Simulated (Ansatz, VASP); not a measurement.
## Zr in VASP and in Ansatz

```
Zr
1.0
     0.00000    2.28961    2.18735
     2.28961    0.00000    2.18735
     2.28961    2.28961    0.00000
Zr
1
Cartesian
  0.0000 0.0000 0.0000
```

Change from the starting cell: z stretched by -3 % at fixed volume, PAW files.

Alike in both runs: task electric field gradients; functional PBE; k mesh 13 × 13 × 13; occupations fermi-dirac, width 0.05 eV; no spin polarisation.

|  | VASP | Ansatz |
| --- | --- | --- |
| version | VASP 6.6.1 | Ansatz 0.2.0 |
| potentials or method | VASP PAW PBE potentials, release 64 (Zr_sv) | PAW with Ansatz's default frozen-core files, scalar-relativistic |
| plane-wave cutoff (eV) | 520 | 420 |
| valence electrons in the cell | 12 | 12 |

```tsv
	VASP	Ansatz	Ansatz less VASP
pressure (GPa)	1.1	1.1	-0.02
traceless stress, the component that is largest in VASP (GPa)	0.69	0.69	-0.006
size of Vzz on the site where it differs most (V/Å²)	7.9	7.8	-0.16
```

With one functional, cell and mesh, what is left measures potentials, basis and numerics.
